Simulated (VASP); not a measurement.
# MnSb (P6_3/mmc) in VASP: single point with PBE

Aim: the single point of MnSb with PBE.

All numbers are computed with VASP 6.6.1; they aren't measurements. Logs are shortened: lines on timing, memory, paths and dates and some standing lists are left out, and cuts for length are marked.

## 1. The cell of the first run

It takes space group P6_3/mmc (No. 194, hexagonal). Conventional cell: a = 4.124 Å, b = 4.124 Å, c = 5.790 Å, α = 90.00°, β = 90.00°, γ = 120.00°. Within 3.7 Å of Mn (site symmetry -3m) lie 6 Sb at 2.79 Å and 2 Mn at 2.89 Å. Sb (site symmetry -6m2) has 6 Mn at 2.79 Å within 3.7 Å.

## 2. Single point, PBE

INCAR

```
SYSTEM = MnSb
ALGO = Normal ; EDIFF = 1E-7
ENCUT = 520 ; GGA = PE
ISIF = 2 ; ISMEAR = -1
LASPH = .True. ; LCHARG = .False.
LREAL = .False. ; LWAVE = .False.
NBANDS = 26 ; NELM = 60
PREC = Accurate ; SIGMA = 0.1
```

KPOINTS

```
k-points
0
Gamma
  9 9 6
  0 0 0
```

POSCAR

```
MnSb
1.0
    2.0620950000      3.5716490000      0.0000000000
   -2.0620950000      3.5716490000      0.0000000000
    0.0000000000      0.0000000000      5.7898830000
Mn Sb
2 2
Direct
    0.0000000000      0.0000000000      0.0000000000
    0.0000000000      0.0000000000      0.5000000000
    0.3333300000      0.3333400000      0.2500000000
    0.6666600000      0.6666700000      0.7500000000
```

Potentials or basis: VASP PAW PBE potentials, release 64 (Mn_pv, Sb).

The run is started by

```
$ cat potpaw_PBE.64/Mn_pv/POTCAR potpaw_PBE.64/Sb/POTCAR > POTCAR
$ mpirun -np 1 vasp_std > vasp.out
```

OUTCAR:

```text
SYSTEM = MnSb
   EDIFF = 1E-7
   ENCUT = 520
   GGA = PE
   ISIF = 2
   ISMEAR = -1
   LASPH = .True.
   LREAL = .False.
   NELM = 60
   PREC = Accurate

 ion  position               nearest neighbor table
   1  0.000  0.000  0.000-   4 2.79   3 2.79   4 2.79   3 2.79   4 2.79   3 2.79   2 2.89   2 2.89

   2  0.000  0.000  0.500-   4 2.79   3 2.79   4 2.79   3 2.79   4 2.79   3 2.79   1 2.89   1 2.89

   3  0.333  0.333  0.250-   1 2.79   2 2.79   1 2.79   2 2.79   1 2.79   2 2.79   4 3.75   4 3.75
                             4 3.75   4 3.75   4 3.75   4 3.75
   4  0.667  0.667  0.750-   1 2.79   2 2.79   1 2.79   2 2.79   1 2.79   2 2.79   3 3.75   3 3.75
                             3 3.75   3 3.75   3 3.75   3 3.75

  LATTYP: Found a hexagonal cell.
 ALAT       =     4.1241862674
 C/A-ratio  =     1.4038849423

  Lattice vectors:

 A1 = (   2.0620950000,  -3.5716490000,   0.0000000000)
 A2 = (   2.0620950000,   3.5716490000,   0.0000000000)
 A3 = (   0.0000000000,   0.0000000000,   5.7898830000)

Analysis of symmetry for initial positions (statically):
=====================================================================
 Subroutine PRICEL returns:
 Original cell was already a primitive cell.

 Routine SETGRP: Setting up the symmetry group for a
 hexagonal supercell.

 Subroutine GETGRP returns: Found  4 space group operations
 (whereof  2 operations were pure point group operations)
 out of a pool of 24 trial point group operations.

The static configuration has the point symmetry C_2 .
 The point group associated with its full space group is C_2v.

Analysis of symmetry for dynamics (positions and initial velocities):
=====================================================================
 Subroutine PRICEL returns:
 Original cell was already a primitive cell.

 Routine SETGRP: Setting up the symmetry group for a
 hexagonal supercell.

 Subroutine GETGRP returns: Found  4 space group operations
 (whereof  2 operations were pure point group operations)
 out of a pool of 24 trial point group operations.

The dynamic configuration has the point symmetry C_2 .
 The point group associated with its full space group is C_2v.

 Subroutine INISYM returns: Found  4 space group operations
 (whereof  2 operations are pure point group operations),
 and found     1 'primitive' translations

[... 87 lines left out ...]
   NGXF,Y,Z  is equivalent  to a cutoff of  25.80, 25.80, 27.56 a.u.
 SYSTEM =  MnSb
   PREC   = accura    normal or accurate (medium, high low for compatibility)
   ISTART =      0    job   : 0-new  1-cont  2-samecut
   ICHARG =      2    charge: 1-file 2-atom 10-const
   ISPIN  =      1    spin polarized calculation?
   LNONCOLLINEAR =      F non collinear calculations
   LSORBIT =      F    spin-orbit coupling
   LASPH  =      T    aspherical Exc in radial PAW
   ENCUT  =  520.0 eV  38.22 Ry    6.18 a.u.   7.67  7.67 10.77*2*pi/ulx,y,z
   NELM   =     60;   NELMIN=  2; NELMDL= -5     # of ELM steps
   EDIFF  = 0.1E-06   stopping-criterion for ELM
   LREAL  =      F    real-space projection
   EDIFFG = 0.1E-05   stopping-criterion for IOM
   NSW    =      0    number of steps for IOM
   IBRION =     -1    ionic relax: 0-MD 1-quasi-New 2-CG
   NFREE  =      0    steps in history (QN), initial steepest desc. (CG)
   ISIF   =      2    stress and relaxation
   ISYM   =      2    0-nonsym 1-usesym 2-fastsym
   POTIM  = 0.5000    time-step for ionic-motion
   TEBEG  =    0.0;   TEEND  =   0.0 temperature during run
   PSTRESS=    0.0 pullay stress
   NELECT =      36.0000    total number of electrons
   NUPDOWN=      -1.0000    fix difference up-down
   EMIN   =  10.00;   EMAX   =-10.00  energy-range for DOS
   EFERMI =   0.00;   METHOD = LEGACY
   ISMEAR =    -1;   SIGMA  =   0.10  broadening in eV -4-tet -1-fermi 0-gaus
   EFERMI_NEDOS =   21; number of points for ismear=-14 and -15
   IALGO  =     38    algorithm
   IMIX   =      4    mixing-type and parameters
     AMIX     =   0.40;   BMIX     =  1.00
     AMIX_MAG =   1.60;   BMIX_MAG =  1.00
  volume/ion in A,a.u.               =      21.32       143.88
  Fermi-wavevector in a.u.,A,eV,Ry     =   1.228052  2.320681 20.519090  1.508111
  Thomas-Fermi vector in A             =   2.362992
   LORBIT       =      0    0 simple, 1 ext, 2 COOP (PROOUT), +10 PAW based schemes
   GGA     = PE    functional components
   LHFCALC =     F    Hartree Fock is set to
   AEXX    =    0.0000 exact exchange contribution
   IVDW    =     0    specifies the selected vdW correction
   LEPSILON=     F    determine dielectric tensor
   LRPA    =     F    only Hartree local field effects (RPA)
 non-spin polarized calculation
  energy-cutoff  :      520.00
  volume of cell :       85.29
 maximum number of plane-waves:      2350
   NGX = 15   NGY = 15   NGZ = 21

 number of electron      36.0000017 magnetization

 Free energy of the ion-electron system (eV)
  ---------------------------------------------------
  ext. energy  EPLUGINS =         0.00000000
  ---------------------------------------------------
  free energy    TOTEN  =       -24.53018848 eV

  energy without entropy =      -24.19086765  energy(sigma->0) =      -24.36052806

 E-fermi :   7.2744     XC(G=0): -10.6979

 val. band max:        7.2744357710   @ k =   0.1111   0.0000   0.1667
 cond. band min:       7.2770500024   @ k =   0.0000   0.0000   0.1667
 fundamental gap:      0.0026142314
 Fermi energy:         7.2744483303

 k-point     1 :       0.0000    0.0000    0.0000
  band No.  band energies     occupation
      1     -40.4726      2.00000
      2     -40.3893      2.00000
      3     -40.2556      2.00000
      4     -40.2556      2.00000
      5     -40.2475      2.00000
      6     -40.2475      2.00000
[... 685 lines left out ...]
     25      10.9133      0.00000
     26      13.5161      0.00000

 [... further k-points ...]
[... 5 lines left out ...]
  --------------------------------------------------------------------------------------
  -------------------------------------------------------------------------------------
  Total       -6.9616552     -6.9617193    -10.4609151      0.0000000      0.0000000      0.0000000
  in kB     -130.7813657   -130.7825696   -196.5183172      0.0000000      0.0000000      0.0000000
  external PRESSURE =    -152.6940842 kB  Pullay stress =       0.0000000 kB

 VOLUME and BASIS-vectors are now :
 -----------------------------------------------------------------------------
  energy-cutoff  :      520.00
  volume of cell :       85.29
      direct lattice vectors                 reciprocal lattice vectors
     2.062095000  3.571649000  0.000000000     0.242471855  0.139991360  0.000000000
    -2.062095000  3.571649000  0.000000000    -0.242471855  0.139991360  0.000000000
     0.000000000  0.000000000  5.789883000     0.000000000  0.000000000  0.172715062

 POSITION                                       TOTAL-FORCE (eV/Angst)
 -----------------------------------------------------------------------------------
      0.00000      0.00000      0.00000        -0.000065      0.000000      0.000000
      0.00000      0.00000      2.89494        -0.000065      0.000000      0.000000
     -0.00002      2.38111      1.44747         0.000065     -0.000046      0.000000
     -0.00002      4.76219      4.34241         0.000065      0.000046      0.000000
 -----------------------------------------------------------------------------------
    total drift:                               -0.000000     -0.000000      0.000000

  FREE ENERGIE OF THE ION-ELECTRON SYSTEM (eV)
  ---------------------------------------------------
  free  energy   TOTEN  =       -24.5301884760 eV

  energy  without entropy=      -24.1908676474  energy(sigma->0) =      -24.36052806
```

Wall time 5.5 min (1 thread of AMD EPYC 7R13, shared host); peak memory 0.32 GiB.

Results:

* Free energy: -24.5302 eV
* Pressure: -15.3 GPa
* Band gap on the k mesh: zero (band 18 reaches 7.46 eV, above the bottom of band 19 at 7.17 eV)

Stress tensor (GPa, compression positive):
```
-13.08   0.00   0.00
  0.00 -13.08   0.00
  0.00   0.00 -19.65
```

Caveat: spin-orbit coupling is left out, which moves the levels of the heavy elements. Spin polarisation is off, so any magnetic state and its effect on volume and gap are missing.
